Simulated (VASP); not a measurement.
# Mo in VASP: further runs

Aim: see how the results for Mo move with the level of theory and the settings. Levels: PBEsol, PBE. Tasks: single point.

Program: VASP 6.6.1. These are calculated values, not measurements. Logs are shortened: lines on timing, memory, paths and dates and some standing lists are left out, and cuts for length are marked.

## Step 1: The cell of the first run

It takes space group Fm-3m (No. 225, cubic). Conventional cell: a = 4.187 Å, b = 4.187 Å, c = 4.187 Å, α = 90.00°, β = 90.00°, γ = 90.00°. Within 3.9 Å of Mo (site symmetry m-3m) lie 12 Mo at 2.96 Å.

This isn't the form of Mo at room conditions, which is bcc.

## Step 2: Single point, PBEsol (strained)

File INCAR:

```
  PREC = Accurate
  ENCUT = 520
  EDIFF = 1E-7
  ISMEAR = 0
  SIGMA = 0.1
  LREAL = F
  LASPH = T
  NELM = 60
  ALGO = Normal
  ISIF = 2
  LWAVE = F
  LCHARG = T
  GGA = PS
  LELF = T
  LVHAR = T
  NBANDS = 13
```

File KPOINTS:

```
Automatic mesh
0
Gamma
  18 18 18
```

File POSCAR:

```
Mo
1.0
    0.0000000000      2.0935245500      2.0935245500
    2.0935245500      0.0000000000      2.0935245500
    2.0935245500      2.0935245500      0.0000000000
Mo
1
Direct
    0.0000000000      0.0000000000      0.0000000000
```

Potentials or basis: VASP PAW PBE potentials, release 64 (Mo_sv).

The run is started by

```sh
$ cat potpaw_PBE.64/Mo_sv/POTCAR > POTCAR
$ mpirun -np 1 vasp_std > vasp.out
```

OUTCAR:

```text
PREC = Accurate
   ENCUT = 520
   EDIFF = 1E-7
   ISMEAR = 0
   LREAL = F
   LASPH = T
   NELM = 60
   ISIF = 2
   GGA = PS

 ion  position               nearest neighbor table
   1  0.000  0.000  0.000-

  LATTYP: Found a face centered cubic cell.
 ALAT       =     4.1870491000

  Lattice vectors:

 A1 = (   0.0000000000,   2.0935245500,   2.0935245500)
 A2 = (   2.0935245500,   0.0000000000,   2.0935245500)
 A3 = (   2.0935245500,   2.0935245500,   0.0000000000)

Analysis of symmetry for initial positions (statically):
=====================================================================
 Subroutine PRICEL returns:
 Original cell was already a primitive cell.

 Routine SETGRP: Setting up the symmetry group for a
 face centered cubic supercell.

 Subroutine GETGRP returns: Found 48 space group operations
 (whereof 48 operations were pure point group operations)
 out of a pool of 48 trial point group operations.

The static configuration has the point symmetry O_h .

Analysis of symmetry for dynamics (positions and initial velocities):
=====================================================================
 Subroutine PRICEL returns:
 Original cell was already a primitive cell.

 Routine SETGRP: Setting up the symmetry group for a
 face centered cubic supercell.

 Subroutine GETGRP returns: Found 48 space group operations
 (whereof 48 operations were pure point group operations)
 out of a pool of 48 trial point group operations.

The dynamic configuration has the point symmetry O_h .

 Subroutine INISYM returns: Found 48 space group operations
 (whereof 48 operations are pure point group operations),
 and found     1 'primitive' translations

----------------------------------------------------------------------------------------

                                     Primitive cell

  volume of cell :      18.3512

  direct lattice vectors                    reciprocal lattice vectors
     0.000000000  2.093524550  2.093524550    -0.238831687  0.238831687  0.238831687
     2.093524550  0.000000000  2.093524550     0.238831687 -0.238831687  0.238831687
     2.093524550  2.093524550  0.000000000     0.238831687  0.238831687 -0.238831687

  length of vectors
     2.960690812  2.960690812  2.960690812     0.413668616  0.413668616  0.413668616

  position of ions in fractional coordinates (direct lattice)
     0.000000000  0.000000000  0.000000000

  ion indices of the primitive-cell ions
   primitive index   ion index
                 1           1

[... 81 lines left out ...]
   PSTRESS=    0.0 pullay stress
   NELECT =      14.0000    total number of electrons
   NUPDOWN=      -1.0000    fix difference up-down
   EMIN   =  10.00;   EMAX   =-10.00  energy-range for DOS
   EFERMI =   0.00;   METHOD = LEGACY
   ISMEAR =     0;   SIGMA  =   0.10  broadening in eV -4-tet -1-fermi 0-gaus
   EFERMI_NEDOS =   21; number of points for ismear=-14 and -15
   IALGO  =     38    algorithm
   IMIX   =      4    mixing-type and parameters
     AMIX     =   0.40;   BMIX     =  1.00
     AMIX_MAG =   1.60;   BMIX_MAG =  1.00
  volume/ion in A,a.u.               =      18.35       123.84
  Fermi-wavevector in a.u.,A,eV,Ry     =   1.495878  2.826799 30.445082  2.237650
  Thomas-Fermi vector in A             =   2.607966
   LORBIT       =      0    0 simple, 1 ext, 2 COOP (PROOUT), +10 PAW based schemes
   GGA     = PS    functional components
   LHFCALC =     F    Hartree Fock is set to
   AEXX    =    0.0000 exact exchange contribution
   IVDW    =     0    specifies the selected vdW correction
   LEPSILON=     F    determine dielectric tensor
   LRPA    =     F    only Hartree local field effects (RPA)
 non-spin polarized calculation
 Gauss-broadening in eV      SIGMA  =   0.10
  energy-cutoff  :      520.00
  volume of cell :       18.35
 maximum number of plane-waves:       531
 NGX is ok and might be reduce to    24
   NGX = 11   NGY = 11   NGZ = 11

 number of electron      14.0000000 magnetization

 Free energy of the ion-electron system (eV)
  ---------------------------------------------------
  ext. energy  EPLUGINS =         0.00000000
  ---------------------------------------------------
  free energy    TOTEN  =       -11.04582953 eV

  energy without entropy =      -11.03789071  energy(sigma->0) =      -11.04186012

 E-fermi :   9.6781     XC(G=0): -12.6305

 val. band max:        9.6740453568   @ k =  -0.4444   0.1667   0.0556
 cond. band min:       9.6913189345   @ k =   0.2222   0.1667   0.0556
 fundamental gap:      0.0172735778
 Fermi energy:         9.6780663697

 k-point     1 :       0.0000    0.0000    0.0000
  band No.  band energies     occupation
      1     -51.0374      2.00000
      2     -24.6301      2.00000
      3     -24.6301      2.00000
      4     -24.6301      2.00000
      5       3.3559      2.00000
      6       9.1398      2.00000
      7       9.1398      2.00000
      8       9.1398      2.00000
      9      11.3220      0.00000
     10      11.3220      0.00000
     11      22.6557      0.00000
     12      27.2381      0.00000
     13      27.2381      0.00000
[... 354 lines left out ...]
  band No.  band energies     occupation
      1     -50.9749      2.00000
      2     -25.0370      2.00000
      3     -24.7114      2.00000
      4     -24.6747      2.00000
      5       5.0973      2.00000
      6       8.4498      2.00000
      7       9.4671      1.99715
      8       9.5622      1.89865
      9      11.0545      0.00000
     10      11.7674      0.00000
     11      22.9981      0.00000
     12      24.9836      0.00000
     13      29.2368      0.00000

 [... further k-points ...]

------------------------ aborting loop because EDIFF is reached ----------------------------------------

  FORCE on cell =-STRESS in cart. coord.  units (eV):
  Direction    XX          YY          ZZ          XY          YZ          ZX
  --------------------------------------------------------------------------------------
  -------------------------------------------------------------------------------------
  Total       -3.4649017     -3.4649017     -3.4649017     -0.0000000     -0.0000000      0.0000000
  in kB     -302.5083213   -302.5083213   -302.5083213     -0.0000000     -0.0000000      0.0000000
  external PRESSURE =    -302.5083213 kB  Pullay stress =       0.0000000 kB

 VOLUME and BASIS-vectors are now :
 -----------------------------------------------------------------------------
  energy-cutoff  :      520.00
  volume of cell :       18.35
      direct lattice vectors                 reciprocal lattice vectors
     0.000000000  2.093524550  2.093524550    -0.238831687  0.238831687  0.238831687
     2.093524550  0.000000000  2.093524550     0.238831687 -0.238831687  0.238831687
     2.093524550  2.093524550  0.000000000     0.238831687  0.238831687 -0.238831687

 POSITION                                       TOTAL-FORCE (eV/Angst)
 -----------------------------------------------------------------------------------
      0.00000      0.00000      0.00000         0.000000      0.000000      0.000000
 -----------------------------------------------------------------------------------
    total drift:                                0.000000      0.000000      0.000000

  FREE ENERGIE OF THE ION-ELECTRON SYSTEM (eV)
  ---------------------------------------------------
  free  energy   TOTEN  =       -11.0458295339 eV

  energy  without entropy=      -11.0378907069  energy(sigma->0) =      -11.04186012
```

stdout:

```text
POSCAR found type information on POSCAR Mo
 POSCAR found :  1 types and       1 ions
 scaLAPACK will be used
 -----------------------------------------------------------------------------
|                                                                             |
|                                                                             |
|     You enforced a specific xc type in the INCAR file but a different       |
|     I HOPE YOU KNOW WHAT YOU ARE DOING!                                     |
|                                                                             |
 -----------------------------------------------------------------------------

 LDA part: xc-table for (Slater+PW92), standard interpolation
 POSCAR, INCAR and KPOINTS ok, starting setup
 FFT: planning ... GRIDC
 FFT: planning ... GRID_SOFT
 FFT: planning ... GRID
 WAVECAR not read
 entering main loop
```

Wall time 20 s (1 thread of Intel Xeon Platinum 8488C (Sapphire Rapids), shared host); peak memory 0.16 GiB.

Results:

- Free energy: -11.0458 eV
- Pressure: -30.3 GPa
- Band gap on the k mesh: zero (bands 7 and 8 overlap by 3.83 eV)

Levels at points of the mesh, in eV from the Fermi level:
```csv
k point,band 3,band 4,band 5,band 6,band 7,band 8,band 9,band 10,band 11,band 12
"(0.00, 0.00, 0.00)",-34.31,-34.31,-6.32,-0.54,-0.54,-0.54,1.64,1.64,12.98,17.56
"(0.50, 0.00, 0.00)",-34.42,-34.42,-3.99,-0.68,-0.68,1.17,3.34,3.34,9.24,12.60
"(0.50, 0.50, 0.00)",-34.61,-34.61,-4.14,-3.52,3.29,3.32,3.82,3.82,11.38,11.38
```

Caveat: the cell differs from its parent crystal (strained); the cell stands under tension; the PAW data sets were made with another functional, which shifts forces and pressure a little.

## Step 3: Single point, PBE (the cell strained at random)

File INCAR:

```
SYSTEM = Mo
PREC     = Accurate       ! precision mode
ENCUT    = 520            ! plane-wave cutoff, eV
EDIFF    = 1E-6           ! SCF threshold, eV
ISMEAR   = 0              ! smearing method
SIGMA    = 0.1            ! smearing width, eV
LREAL    = .FALSE.        ! projectors in reciprocal space
LASPH    = .TRUE.         ! aspherical terms in the spheres
NELM     = 100            ! most SCF steps
ALGO     = Fast           ! electronic algorithm
ISIF     = 2              ! what is computed and relaxed
LWAVE    = .FALSE.        ! write WAVECAR
LCHARG   = .TRUE.         ! write CHGCAR
GGA      = PE             ! functional
LELF     = .TRUE.         ! ELF
LVHAR    = .TRUE.       
NBANDS   = 13             ! bands
```

File KPOINTS:

```
regular mesh
0
G
  16 16 16
  0 0 0
```

File POSCAR:

```
Mo
1.0
    0.0066495000      1.9954746500      2.0294274000
    2.0150806000      0.0135408000      2.0225361000
    2.0177807000      1.9912834500      0.0108407000
Mo
1
Direct
    0.0000000000      0.0000000000      0.0000000000
```

Potentials or basis: VASP PAW PBE potentials, release 64 (Mo_sv).

The run is started by

```sh
$ cat potpaw_PBE.64/Mo_sv/POTCAR > POTCAR
$ mpirun -np 1 vasp_std > vasp.out
```

OUTCAR:

```text
SYSTEM = Mo
   PREC = Accurate
   ENCUT = 520
   EDIFF = 1E-6
   ISMEAR = 0
   LREAL = .FALSE.
   LASPH = .TRUE.
   NELM = 100
   ISIF = 2
   GGA = PE

 ion  position               nearest neighbor table
   1  0.000  0.000  0.000-

  LATTYP: Found a triclinic cell.
 ALAT       =     4.9399421607
 B/A-ratio  =     0.5768182541
 C/A-ratio  =     0.8043146537
 COS(alpha) =     0.0029715575
 COS(beta)  =     0.4074924596
 COS(gamma) =     0.8674926591

  Lattice vectors:

[... 567 lines left out ...]
     13      30.6867      0.00000

 [... further k-points ...]

------------------------ aborting loop because EDIFF is reached ----------------------------------------

  FORCE on cell =-STRESS in cart. coord.  units (eV):
  Direction    XX          YY          ZZ          XY          YZ          ZX
  --------------------------------------------------------------------------------------
  -------------------------------------------------------------------------------------
  Total       -0.0544317     -0.3896940      0.0283999      0.0096920      0.0212715      0.0013041
  in kB       -5.3962566    -38.6335434      2.8155119      0.9608462      2.1088195      0.1292875
  external PRESSURE =     -13.7380960 kB  Pullay stress =       0.0000000 kB

 VOLUME and BASIS-vectors are now :
 -----------------------------------------------------------------------------
  energy-cutoff  :      520.00
  volume of cell :       16.16
      direct lattice vectors                 reciprocal lattice vectors
     0.006649500  1.995474650  2.029427400    -0.249197586  0.251171068  0.246597410
     2.015080600  0.013540800  2.022536100     0.248717232 -0.253378717  0.248324705
     2.017780700  1.991283450  0.010840700     0.248030804  0.252211935 -0.248805059

 POSITION                                       TOTAL-FORCE (eV/Angst)
 -----------------------------------------------------------------------------------
      0.00000      0.00000      0.00000         0.000000      0.000000     -0.000000
 -----------------------------------------------------------------------------------
    total drift:                                0.000000      0.000000     -0.000000

  FREE ENERGIE OF THE ION-ELECTRON SYSTEM (eV)
  ---------------------------------------------------
  free  energy   TOTEN  =       -10.5167332035 eV

  energy  without entropy=      -10.5097768103  energy(sigma->0) =      -10.51325501
```

OSZICAR:

```text
N       E                     dE             d eps       ncg     rms          rms(c)
DAV:   1     0.925225385395E+02    0.92523E+02   -0.80311E+03 53837   0.110E+03
DAV:   2    -0.994974730175E+01   -0.10247E+03   -0.98820E+02 61247   0.310E+02
DAV:   3    -0.111309594554E+02   -0.11812E+01   -0.11765E+01 59332   0.330E+01
DAV:   4    -0.111336909475E+02   -0.27315E-02   -0.27314E-02 59977   0.193E+00
DAV:   5    -0.111337087492E+02   -0.17802E-04   -0.17801E-04 60382   0.139E-01    0.131E+01
RMM:   6    -0.105882955106E+02    0.54541E+00   -0.66854E-01 53369   0.759E+00    0.374E+00
RMM:   7    -0.105197946331E+02    0.68501E-01   -0.17716E-01 54862   0.384E+00    0.928E-01
RMM:   8    -0.105168728367E+02    0.29218E-02   -0.89802E-03 60293   0.104E+00    0.108E-01
RMM:   9    -0.105167393063E+02    0.13353E-03   -0.91605E-04 60654   0.311E-01    0.476E-02
RMM:  10    -0.105167342677E+02    0.50385E-05   -0.13426E-04 62246   0.125E-01    0.120E-02
RMM:  11    -0.105167332174E+02    0.10503E-05   -0.12843E-05 60315   0.404E-02    0.143E-03
RMM:  12    -0.105167332035E+02    0.13894E-07   -0.31753E-06 46768   0.165E-02
   1 F= -.10516733E+02 E0= -.10513255E+02  d E =-.695639E-02
```

Run time: 3.2 min. Hardware: 1 thread of Intel Xeon Platinum 8488C (Sapphire Rapids), shared host; peak memory 0.49 GiB.

Results:

```yaml
Free_energy: -10.5167 eV
Pressure: -1.4 GPa
Band_gap_on_the_k_mesh: zero (bands 7 and 8 overlap by 4.52 eV)
```

Caveat: the cell differs from its parent crystal (the cell strained at random).

[end of part 1 of 2]
